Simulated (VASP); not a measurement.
# Ir: single point with LDA

Crystal: Ir.

```
Ir
1.0
     2.69700    0.00000    0.00000
    -1.34850    2.33567    0.00000
     0.00000    0.00000    8.81118
Ir
4
Direct
  0.00000 0.00000 0.00000
  0.00000 0.00000 0.50000
  0.33333 0.66667 0.25000
  0.66667 0.33333 0.75000
```

This isn't the form of Ir at room conditions, which is fcc.

| Property | Result |
| --- | --- |
| Program | VASP 6.6.1 |
| Task | single point |
| Functional | LDA |
| Potentials or basis | VASP PAW LDA potentials, release 64 (Ir_sv_GW) |
| Cutoff | 560 eV |
| k mesh | 13 × 13 × 4 |
| Occupations | fermi-dirac, width 0.1 eV |
| Spin | no spin polarisation |

| Item | Value |
| --- | --- |
| Pressure | -0.4 GPa |
| Band gap on the k mesh | zero (bands 34 and 35 overlap by 2.63 eV) |

Levels at points of the mesh, in eV from the Fermi level:
| k point | band 31 | band 32 | band 33 | band 34 | band 35 | band 36 | band 37 | band 38 |
| --- | --- | --- | --- | --- | --- | --- | --- | --- |
| (0.00, 0.00, 0.00) | -3.48 | -1.87 | -1.87 | -1.10 | -1.10 | -0.80 | -0.38 | -0.38 |
| (0.00, 0.00, 0.50) | -2.77 | -2.77 | -1.46 | -1.46 | -1.46 | -1.46 | 0.20 | 0.20 |

Wall time 66 s on 1 thread of Intel(R) Xeon(R) 6975P-C (Granite Rapids), with other jobs on the host, peak memory 0.25 GiB.

Caveat: spin-orbit coupling is left out, which moves the levels of the heavy elements.
